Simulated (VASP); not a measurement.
Write the native input for VASP 6.6.1 that does the following.

```
Task                   : single point
Functional             : PBE
Potentials or basis    : VASP PAW PBE potentials, release 64 (Hf_pv, Se, S)
Cutoff                 : 520 eV
k mesh                 : 3 × 3 × 6
Occupations            : gaussian, width 0.1 eV
Spin                   : no spin polarisation
Dipole correction      : no
Further INCAR settings : ALGO = Normal; EDIFF = 1e-07; NBANDS = 31
```

The structure of Hf2SeS3 lies in POSCAR:

```
Hf2SeS3
1.0
    6.5985820500      0.0000000000      0.0000000000
   -3.2992910250      5.7145396842      0.0000000000
    0.0000000000      0.0000000000      3.3683381789
Hf Se S
2 1 3
Direct
    0.3333333333      0.6666666667      0.0000000000
    0.6666666667      0.3333333333      0.0000000000
    0.0000000000      0.0000000000      0.0000000000
    0.5000000000      0.0000000000      0.5000000000
    0.5000000000      0.5000000000      0.5000000000
    0.0000000000      0.5000000000      0.5000000000
```

The cell was generated, and may not be a known phase.

These files were run (other wordings do the same):

INCAR

```
SYSTEM = Hf2SeS3
PREC = Accurate
ENCUT = 520
EDIFF = 1E-7
ISMEAR = 0
SIGMA = 0.1
LREAL = .FALSE.
LASPH = .TRUE.
NELM = 60
ALGO = Normal
ISIF = 2
LWAVE = .FALSE.
LCHARG = .FALSE.
GGA = PE
NBANDS = 31
```

KPOINTS

```
regular mesh
0
G
  3 3 6
  0 0 0
```

Potentials or basis: VASP PAW PBE potentials, release 64 (Hf_pv, Se, S).

Command:

```console
$ cat potpaw_PBE.64/Hf_pv/POTCAR potpaw_PBE.64/Se/POTCAR potpaw_PBE.64/S/POTCAR > POTCAR
$ mpirun -np 1 vasp_std > vasp.out
```

Results of the run:

```json
{"Pressure": "-0.7 GPa", "Band gap on the k mesh": "zero (bands 22 and 23 overlap by 0.18 eV)"}
```

Caveat: the k points lie up to 0.37 Å⁻¹ apart; spin-orbit coupling is left out, which moves the levels of the heavy elements.

Wall time 35 s on 1 thread of Intel(R) Xeon(R) 6975P-C (Granite Rapids), on a shared host, peak memory 0.27 GiB.
